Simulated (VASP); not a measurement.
Here is a VASP 6.6.1 calculation.

INCAR

```
SYSTEM = Re
PREC = Accurate ; ENCUT = 520
EDIFF = 1E-7 ; ISMEAR = -1
SIGMA = 0.05 ; LREAL = .False.
LASPH = .True. ; NELM = 60
ALGO = Normal ; ISIF = 2
LWAVE = .False. ; LCHARG = .False.
GGA = PS ; NBANDS = 14
```

The input KPOINTS:

```
regular mesh
0
Gamma
  11 11 6
  0 0 0
```

Contents of POSCAR:

```
Re
1.0
    2.7971304821      0.0000000000      0.0000000000
   -1.3985652410      2.4223860552      0.0000000000
    0.0000000000      0.0000000000      4.5168672541
Re
2
Direct
    0.6666666667      0.3333333333      0.7500000000
    0.3333333333      0.6666666667      0.2500000000
```

Potentials or basis: VASP PAW PBE potentials, release 64 (Re).

The run is started by

```console
$ cat potpaw_PBE.64/Re/POTCAR > POTCAR
$ mpirun -np 1 vasp_std > vasp.out
```

(1) Predict the pressure.

(2) What does it give for the band gap on the k mesh?

Results:

(1) -17.9 GPa.

(2) zero (band 7 reaches 8.48 eV, above the bottom of band 8 at 5.63 eV).

Caveat: the PAW data sets were made with another functional, which shifts forces and pressure a little; spin-orbit coupling is left out, which moves the levels of the heavy elements.
